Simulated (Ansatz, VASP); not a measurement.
# ScGa3 in VASP and in Ansatz

```
Sc Ga
1.0
     4.14889    0.00000    0.00000
     0.00000    4.14889    0.00000
     0.00000    0.00000    4.14889
Sc Ga
1 3
Direct
  0.00000 0.00000 0.00000
  0.00000 0.50000 0.50000
  0.50000 0.00000 0.50000
  0.50000 0.50000 0.00000
```

Change from the starting cell: volume scaled by 1.04.

Alike in both runs: task single point; functional LDA; k mesh 9 × 9 × 9; occupations fermi-dirac, width 0.05 eV; no spin polarisation.

```csv
,VASP,Ansatz
version,VASP 6.6.1,Ansatz 0.2.0
potentials or method,"VASP PAW LDA potentials, release 64 (Sc_sv, Ga_d), cutoff 520 eV","all-electron LAPW, scalar-relativistic"
```

```tsv
	VASP	Ansatz	Ansatz less VASP
pressure (GPa)	-7.7	-7.8	-0.16
```

LDA's correlation is that of Perdew and Zunger in VASP and of Perdew and Wang (1992) in Ansatz. Ansatz ran all-electron here, and VASP with PAW potentials.
